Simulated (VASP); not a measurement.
Input of a VASP 6.6.1 run:

File INCAR:

```
SYSTEM = Si2C
ALGO = Normal ; EDIFF = 1E-6
ENCUT = 520 ; GGA = PE
ISIF = 2 ; ISMEAR = 0
LASPH = .TRUE. ; LCHARG = .FALSE.
LREAL = .FALSE. ; LWAVE = .FALSE.
NBANDS = 21 ; NELM = 60
PREC = Accurate ; SIGMA = 0.1
```

The input KPOINTS:

```
k-points
0
G
  10 8 14
  0 0 0
```

The input POSCAR:

```
Si2C
1.0
    4.2736793110      0.0000000000      0.0000000000
    0.0000000000      5.7087051733      0.0000000000
    0.0000000000      0.0000000000      2.8827694090
Si C
4 2
Direct
    0.2733143417      0.8724037323      0.5000000000
    0.7733143417      0.6275962677      0.0000000000
    0.7266856583      0.1275962677      0.5000000000
    0.2266856583      0.3724037323      0.0000000000
    0.5000000000      0.5000000000      0.5000000000
    0.0000000000      0.0000000000      0.0000000000
```

Potentials or basis: VASP PAW PBE potentials, release 64 (Si, C).

Run with:

```sh
$ cat potpaw_PBE.64/Si/POTCAR potpaw_PBE.64/C/POTCAR > POTCAR
$ mpirun -np 1 vasp_std > vasp.out
```

(1) What does it give for the pressure?

(2) Estimate the largest force.

(3) Estimate the band gap on the k mesh.

Answers

(1) 0.0 GPa.

(2) 0.007 eV/Å.

(3) zero (bands 12 and 13 overlap by 2.83 eV).
